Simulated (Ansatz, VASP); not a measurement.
## AlTlS3 in VASP and in Ansatz

```
Al Tl S
1.0
     6.93884    0.00000    0.00000
    -3.46942    6.00921    0.00000
     0.00000    0.00000    5.86198
Al Tl S
2 2 6
Direct
  0.33333 0.66667 0.75000
  0.66667 0.33333 0.25000
  0.00000 0.00000 0.00000
  0.00000 0.00000 0.50000
  0.16272 0.32545 0.25000
  0.83728 0.16272 0.75000
  0.32545 0.16272 0.75000
  0.67455 0.83728 0.25000
  0.16272 0.83728 0.25000
  0.83728 0.67455 0.75000
```

Change from the starting cell: species swapped into the CsMnI3 type (P6_3/mmc, No. 194).

Alike in both runs: task single point; functional PBE; k mesh 3 × 3 × 4; occupations gaussian, width 0.1 eV; no spin polarisation.

|  | VASP | Ansatz |
| --- | --- | --- |
| version | VASP 6.6.1 | Ansatz 0.2.0 |
| potentials or method | VASP PAW PBE potentials, release 64 (Al, Tl_d, S), cutoff 520 eV | scalar-relativistic, plane waves, PAW |
| valence electrons in the cell | 68 | 68 |

|  | VASP | Ansatz | Ansatz less VASP |
| --- | --- | --- | --- |
| gap on the k mesh at the Fermi level (eV) | none | none | - |
| pressure (GPa) | 10.2 | 10.3 | +0.15 |
| traceless stress, the component that is largest in VASP (GPa) | 7.61 | 7.63 | +0.017 |
| rms of the force components (eV/Å) | 1.392 | 1.405 | +0.0130 |

Atom by atom the forces differ by 0.013 eV/Å (rms over components). A gap of «none» marks a metal or a gap that the smearing closes. With one functional, cell and mesh, what is left measures potentials, basis and numerics.

Neither program's run includes spin-orbit coupling.
